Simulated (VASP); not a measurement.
**TiPt3: relaxation of cell and atoms with PBEsol**

Crystal: TiPt3.

```xyz
4
Lattice="3.9363 0.0000 0.0000 0.0000 3.9363 0.0000 0.0000 0.0000 3.9363" Properties=species:S:1:pos:R:3 pbc="T T T"
Ti    0.0000    0.0000    0.0000
Pt    0.0000    1.9681    1.9681
Pt    1.9681    0.0000    1.9681
Pt    1.9681    1.9681    0.0000
```

```yaml
Program: VASP 6.6.1
Task: relaxation of cell and atoms
Functional: PBEsol
Potentials_or_basis: VASP PAW PBE potentials, release 64 (Ti_sv, Pt)
Cutoff: 600 eV
k_mesh: 12 × 12 × 12
Occupations: gaussian, width 0.1 eV
Spin: no spin polarisation
Target_pressure: -3 GPa
Dipole_correction: no
Further_INCAR_settings: ALGO = Fast; EDIFF = 1e-06; IBRION = 2; EDIFFG = -0.008; NSW = 70; ISIF = 3
```

```json
{
 "Relaxed volume": "14.99 Å³/atom",
 "Relaxed cell": "a = 3.914 Å, b = 3.914 Å, c = 3.914 Å, α = 90.00°, β = 90.00°, γ = 90.00°",
 "Space group after relaxing (to 0.1 Å)": "Pm-3m (No. 221)",
 "Energy change on relaxing (the run minimises the enthalpy)": "-8.4 meV/atom",
 "Ionic steps": "3",
 "Pressure after relaxing": "-3.1 GPa",
 "Band gap on the k mesh": "zero (bands 21 and 22 overlap by 1.82 eV)"
}
```

The path:
```tsv
step	energy change (eV)	largest force (eV/Å)	pressure (GPa)	volume (Å³)
1	0.0000	0.0000	-7.23	60.99
2	0.0049	0.0000	8.61	57.50
3	-0.0337	0.0000	-3.07	59.95
```

Final structure:
```
Ti Pt
1.0
     3.91372    0.00000    0.00000
     0.00000    3.91372    0.00000
     0.00000    0.00000    3.91372
Ti Pt
1 3
Cartesian
  0.0000 0.0000 0.0000
  0.0000 1.9569 1.9569
  1.9569 0.0000 1.9569
  1.9569 1.9569 0.0000
```

Levels at points of the mesh, in eV from the Fermi level:
```
           k point  band 17  band 18  band 19  band 20  band 21  band 22  band 23  band 24  band 25
(0.00, 0.00, 0.00)    -0.50     0.05     0.05     0.05     1.39     1.39     1.56     1.56     1.56
(0.50, 0.00, 0.00)    -2.62    -2.62    -2.55    -1.33    -0.18    -0.18     0.06     0.47     0.77
(0.50, 0.50, 0.00)    -3.05    -3.05    -2.42    -2.25    -2.21     0.23     0.23     1.48     1.48
(0.50, 0.50, 0.50)    -0.97    -0.69    -0.69    -0.69    -0.43    -0.43    -0.43     1.20     1.20
```

Run time: 3.8 min on 1 thread of Intel(R) Xeon(R) 6975P-C (Granite Rapids) (shared host), peak memory 0.3 GiB.

Caveat: the cell is relaxed towards a set pressure, so the run minimises the enthalpy, not the energy; the PAW data sets were made with another functional, which shifts forces and pressure a little; spin-orbit coupling is left out, which moves the levels of the heavy elements.
